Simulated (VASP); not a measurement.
A run of VASP 6.6.1 is set up as follows.

The input INCAR:

```
PREC = Accurate
ENCUT = 520
EDIFF = 1E-6
ISMEAR = -1
SIGMA = 0.01
LREAL = Auto
LASPH = T
NELM = 120
ALGO = Normal
ISIF = 2
LWAVE = F
LCHARG = T
GGA = PE
LELF = T
LVHAR = T
NELECT = 714.0
NBANDS = 412
GGA_COMPAT = F
```

KPOINTS

```
Automatic mesh
0
Gamma
  1 1 1
```

Contents of POSCAR:

```
Hf32CuO64
1.0
   10.5886410500      0.0000000000      0.0000000000
    5.2943205200     10.1394069600      0.0000000000
    0.0000000000      0.0000000000     10.2034546700
Hf O Cu
32 64 1
Direct
    0.2002901700      0.6296997783      0.1193923241
    0.4691717103      0.1334992700      0.1203214615
    0.1647869934      0.1349263062      0.3773248227
    0.4176586073      0.6306559393      0.3717554511
    0.0796500608      0.3719931709      0.1190446390
    0.3396555103      0.8481349776      0.1209662027
    0.0505634645      0.8672229534      0.3688957088
    0.3009111919      0.3659643710      0.3714951625
    0.1981896629      0.6341399506      0.6194349883
    0.4497130277      0.1329227483      0.6201950786
    0.1604537236      0.1324096207      0.8573224387
    0.4182884715      0.6307886367      0.8673093933
    0.0815523769      0.3694460584      0.6197548311
    0.3346924467      0.8645497861      0.6192799772
    0.0498288698      0.8658814476      0.8694962530
    0.3006258639      0.3667824376      0.8689135906
    0.7014342223      0.6333393190      0.1202607719
    0.9468647686      0.1329586090      0.1183364134
    0.6693285373      0.1347390933      0.3731184306
    0.9166404716      0.6346486944      0.3717555767
    0.5852869768      0.3684535526      0.1198350445
    0.8360949152      0.8636149114      0.1197809576
    0.5498366135      0.8684942050      0.3700017555
    0.8019365684      0.3672424620      0.3687051550
    0.6989061129      0.6338266169      0.6199615268
    0.9455270564      0.1325399189      0.6179554953
    0.6707470485      0.1320394471      0.8670955265
    0.9163107662      0.6339761838      0.8695854564
    0.5820092017      0.3677571000      0.6195639373
    0.8324447120      0.8666800522      0.6199749562
    0.5496715421      0.8675177784      0.8703038382
    0.8002679803      0.3682775583      0.8691750749
    0.1645321695      0.0188279784      0.2025509144
    0.4175087411      0.5344677814      0.1902344747
    0.0481143690      0.0348739945      0.4421703030
    0.3005914986      0.5336218980      0.4419973079
    0.0000352878      0.7299743340      0.2451165776
    0.2481441660      0.2339018443      0.2502895390
    0.0192290697      0.7323102136      0.4946226363
    0.2685449946      0.2315406759      0.4974524067
    0.2508735228      0.7690210101      0.4940788804
    0.5003832309      0.2689187246      0.4960557286
    0.2323287681      0.7637390807      0.2447109137
    0.4841439075      0.2717703874      0.2466324330
    0.2007852743      0.4650388070      0.1929002894
    0.4506463042      0.9657542007      0.1870581281
    0.0845207351      0.4672991890      0.4431698229
    0.3348615114      0.9668237429      0.4423424516
    0.1635059683      0.0333182129      0.6856791632
    0.4152215538      0.5343671016      0.6903733866
    0.0484245607      0.0336205888      0.9400968092
    0.3021412489      0.5315014857      0.9414476637
   -0.0014823024      0.7313611608      0.7445444794
    0.2463643266      0.2332896076      0.7458621779
    0.0202041819      0.7303420824      0.9949706221
    0.2744736506      0.2334655830      0.9993352341
    0.2519256062      0.7650564923      0.9936239665
    0.5075478852      0.2669285561      0.9947888882
    0.2299403258      0.7687411534      0.7441516190
    0.4795705827      0.2681962119      0.7455031134
    0.1993487476      0.4669431671      0.6925667420
    0.4485458827      0.9669775800      0.6926720541
    0.0841603625      0.4674263662      0.9424468348
    0.3321915604      0.9631486739      0.9359568372
    0.6718684373      0.0324362478      0.1947819278
    0.9155794600      0.5349968388      0.1935789852
    0.5500893557      0.0353301410      0.4403778234
    0.8002325030      0.5345391736      0.4414483865
    0.5027569047      0.7274868745      0.2466950942
    0.7514637109      0.2300556619      0.2438129599
    0.5191806569      0.7320455968      0.4951136721
    0.7686439734      0.2321743935      0.4934159348
    0.7499450519      0.7698397554      0.4949714221
    0.9988910662      0.2708661022      0.4948269783
    0.7301970703      0.7699927025      0.2450675125
    0.9833376278      0.2646624194      0.2434818767
    0.7033090838      0.4647652941      0.1903449509
    0.9505708498      0.9644159757      0.1905239549
    0.5855766689      0.4648625971      0.4405592257
    0.8352634764      0.9666354018      0.4428063973
    0.6656495349      0.0343787407      0.6899477628
    0.9148404288      0.5343413488      0.6925125753
    0.5535221836      0.0333186730      0.9420153151
    0.8004828014      0.5345923049      0.9423112638
    0.4997148870      0.7308058025      0.7452077000
    0.7474210884      0.2324368246      0.7430800638
    0.5199291735      0.7294173359      0.9957919118
    0.7716331340      0.2312785683      0.9932337762
    0.7510207320      0.7682363332      0.9951949268
    0.9995787078      0.2718440866      0.9901902078
    0.7293853695      0.7694956495      0.7450891857
    0.9776979514      0.2675322686      0.7414055878
    0.6988304601      0.4670068886      0.6908489437
    0.9478130488      0.9667262436      0.6934767812
    0.5851452851      0.4658164100      0.9404968775
    0.8345911752      0.9650972897      0.9419848546
    0.2475169510      0.1004983973      0.0990754058
```

Potentials or basis: VASP PAW PBE potentials, release 64 (Hf_pv, O, Cu).

Command:

```bash
$ cat potpaw_PBE.64/Hf_pv/POTCAR potpaw_PBE.64/O/POTCAR potpaw_PBE.64/Cu/POTCAR > POTCAR
$ mpirun -np 1 vasp_gam > vasp.out
```

Estimate the largest force.

0.108 eV/Å.

Forces on the atoms (eV/Å):
```
Hf   0.049 -0.001 -0.034
Hf   0.082 -0.010 -0.055
Hf  -0.057 -0.011  0.000
Hf  -0.051 -0.005 -0.040
Hf   0.055  0.035 -0.038
Hf   0.015 -0.040 -0.024
Hf  -0.043  0.009 -0.038
Hf  -0.048  0.013 -0.037
Hf   0.043 -0.008 -0.037
Hf   0.054 -0.005 -0.040
Hf  -0.074 -0.009 -0.078
Hf  -0.044 -0.009 -0.039
Hf   0.051  0.012 -0.043
Hf   0.042  0.006 -0.046
Hf  -0.056  0.008 -0.042
Hf  -0.049  0.016 -0.046
Hf   0.046 -0.009 -0.038
Hf  -0.001 -0.013 -0.022
Hf  -0.033 -0.008 -0.037
Hf  -0.040 -0.007 -0.040
Hf   0.044  0.004 -0.037
Hf   0.053  0.009 -0.033
Hf  -0.034 -0.001 -0.024
Hf  -0.048  0.008 -0.031
Hf   0.041 -0.006 -0.037
Hf   0.045 -0.007 -0.041
Hf  -0.044 -0.002 -0.036
Hf  -0.043 -0.007 -0.036
Hf   0.049  0.006 -0.039
Hf   0.047  0.011 -0.039
Hf  -0.037  0.002 -0.049
Hf  -0.047  0.007 -0.033
O   -0.056 -0.023  0.035
O   -0.016 -0.013  0.014
O    0.021 -0.003  0.021
O    0.020 -0.007  0.013
O   -0.029  0.041  0.020
O   -0.032  0.053  0.053
O    0.022  0.032  0.025
O    0.017  0.034  0.022
O    0.026 -0.038  0.027
O    0.024 -0.037  0.023
O    0.000 -0.030  0.011
O   -0.019 -0.055  0.011
O   -0.019  0.013  0.012
O    0.011  0.001  0.032
O    0.012  0.003  0.022
O    0.015  0.009  0.013
O   -0.007  0.000  0.035
O   -0.011 -0.007  0.018
O    0.019 -0.005  0.007
O    0.010 -0.013  0.009
O   -0.021  0.038  0.026
O   -0.035  0.030  0.030
O    0.021  0.041  0.025
O    0.051  0.080 -0.006
O    0.034 -0.035  0.036
O    0.024 -0.060  0.048
O   -0.028 -0.038  0.021
O   -0.032 -0.033  0.022
O   -0.015  0.005  0.014
O   -0.010  0.007  0.015
O    0.008  0.001  0.022
O    0.031  0.011 -0.011
O   -0.037  0.009 -0.003
O   -0.014 -0.009  0.007
O    0.013 -0.013  0.016
O    0.016 -0.009  0.012
O   -0.041  0.047  0.008
O   -0.017  0.038  0.018
O    0.022  0.039  0.034
O    0.018  0.025  0.020
O    0.028 -0.039  0.024
O    0.031 -0.043  0.007
O   -0.027 -0.040  0.022
O   -0.024 -0.034  0.023
O   -0.021  0.009  0.016
O   -0.019  0.009  0.015
O    0.014  0.014  0.014
O    0.015  0.009  0.017
O   -0.018 -0.006  0.014
O   -0.012 -0.008  0.013
O    0.011 -0.004  0.023
O    0.016 -0.008  0.010
O   -0.026  0.037  0.020
O   -0.026  0.028  0.020
O    0.009  0.051  0.044
O    0.033  0.034  0.029
O    0.024 -0.040  0.028
O    0.018 -0.033  0.013
O   -0.026 -0.036  0.025
O   -0.013 -0.052  0.039
O   -0.013  0.010  0.016
O   -0.012  0.004  0.014
O    0.019  0.007  0.011
O    0.020  0.006  0.010
Cu   0.038  0.008 -0.035
```

Caveat: the k points lie up to 0.67 Å⁻¹ apart; the cell carries a net charge on a neutralising background, which shifts energy and pressure.
